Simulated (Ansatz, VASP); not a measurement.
# Two plane-wave programs on CuP

```
Cu P
1.0
     3.02068    0.00000    0.00000
     0.00000    3.02068    0.00000
     0.00000    0.00000    3.02068
Cu P
1 1
Direct
  0.00000 0.00000 0.00000
  0.50000 0.50000 0.50000
```

Alike in both runs: functional PBE; k mesh 6 × 6 × 6; occupations gaussian, width 0.1 eV; no spin polarisation.

Ansatz relaxed the structure, and its values are those at the end. VASP's run is a single point on that final structure, the one shown.

|  | VASP | Ansatz |
| --- | --- | --- |
| version | VASP 6.6.1 | Ansatz 0.2.0 |
| potentials or method | VASP PAW PBE potentials, release 64 (Cu_sv_GW, P), cutoff 820 eV | scalar-relativistic, plane waves, PAW |
| valence electrons in the cell | 24 | 24 |

|  | VASP | Ansatz | Ansatz less VASP |
| --- | --- | --- | --- |
| gap on the k mesh at the Fermi level (eV) | none | none | - |
| pressure (GPa) | -1.4 | 0.2 | +1.63 |

A gap of «none» marks a metal or a gap that the smearing closes. The functional is the same, so the differences come from potentials, cutoffs and numerics.
